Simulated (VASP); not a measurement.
Input of a VASP 6.6.1 run:

Contents of INCAR:

```
SYSTEM = Al
ALGO = Fast
EDIFF = 1E-6
ENCUT = 520
GGA = PE
ISIF = 2
ISMEAR = 0
IVDW = 12
LASPH = .True.
LCHARG = .False.
LREAL = .False.
LWAVE = .False.
NBANDS = 8
NELM = 80
PREC = Accurate
SIGMA = 0.15
```

KPOINTS

```
k-points
0
Gamma
  22 22 22
  0 0 0
```

The input POSCAR:

```
Al
1.0
    0.0000000000      2.1987440765      1.7150203797
    2.1987440765      0.0000000000      1.7150203797
    2.1987440765      2.1987440765      0.0000000000
Al
1
Direct
    0.0000000000      0.0000000000      0.0000000000
```

Potentials or basis: VASP PAW PBE potentials, release 64 (Al).

The run is started by

```sh
$ cat potpaw_PBE.64/Al/POTCAR > POTCAR
$ mpirun -np 1 vasp_std > vasp.out
```

Task: Predict the pressure.

Result: -2.1 GPa.

Task: Predict the dispersion energy per atom.

Result: -0.334 eV.

Stress tensor (GPa, compression positive):
```
-3.59  0.00  0.00
 0.00 -3.59  0.00
 0.00  0.00  0.92
```

Caveat: pairwise dispersion overbinds metals, which lowers pressure and volume.
